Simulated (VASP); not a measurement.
Here is a VASP 6.6.1 calculation.

File POSCAR:

```
Sc
1.0
    5.0696648155      0.0000000000      0.0000000000
   -2.5348324078      4.3904585189      0.0000000000
    0.0000000000      0.0000000000      3.0687148784
Sc
3
Direct
    1.0000000000      0.0000000000      0.0000000000
    0.3333333333      0.6666666667      0.5000000000
    0.6666666667      0.3333333333      0.5000000000
```

INCAR.step1

```
SYSTEM = Sc
PREC = Accurate
ENCUT = 520
ISMEAR = -1
SIGMA = 0.05
LREAL = .FALSE.
LASPH = .TRUE.
NELM = 150
ISPIN = 2
MAGMOM = 0.451 0.27 0.27
LMAXMIX = 4
NBANDS = 28
GGA = PE
ALGO = Normal
EDIFF = 1E-4
LWAVE = .TRUE.
LCHARG = .FALSE.
```

The input INCAR.step2:

```
SYSTEM = Sc
PREC = Accurate
ENCUT = 520
EDIFF = 1E-6
ISMEAR = -1
SIGMA = 0.05
LREAL = .FALSE.
LASPH = .TRUE.
NELM = 150
ALGO = Normal
ISIF = 2
LWAVE = .FALSE.
LCHARG = .FALSE.
ISPIN = 2
MAGMOM = 0.451 0.27 0.27
LORBIT = 11
LMAXMIX = 4
METAGGA = R2SCAN
LMIXTAU = .TRUE.
NBANDS = 28
ISTART = 1
```

KPOINTS

```
Automatic mesh
0
G
  8 8 11
  0 0 0
```

Potentials or basis: VASP PAW PBE potentials, release 64 (Sc_sv).

The run is started by

```sh
$ cat potpaw_PBE.64/Sc_sv/POTCAR > POTCAR
$ cp INCAR.step1 INCAR
$ mpirun -np 1 vasp_std > vasp.out
$ cp INCAR.step2 INCAR
$ mpirun -np 1 vasp_std > vasp.out
```

Problem. What does it give for the pressure?

Solution. 5.3 GPa.

Problem. Predict the net moment.

Solution. 0.00 μB per cell.

Stress tensor (GPa, compression positive):
```
4.31 0.00 0.00
0.00 4.31 0.00
0.00 0.00 7.25
```

Caveat: the cell stands under pressure; the PAW data sets were made with another functional, which shifts forces and pressure a little.
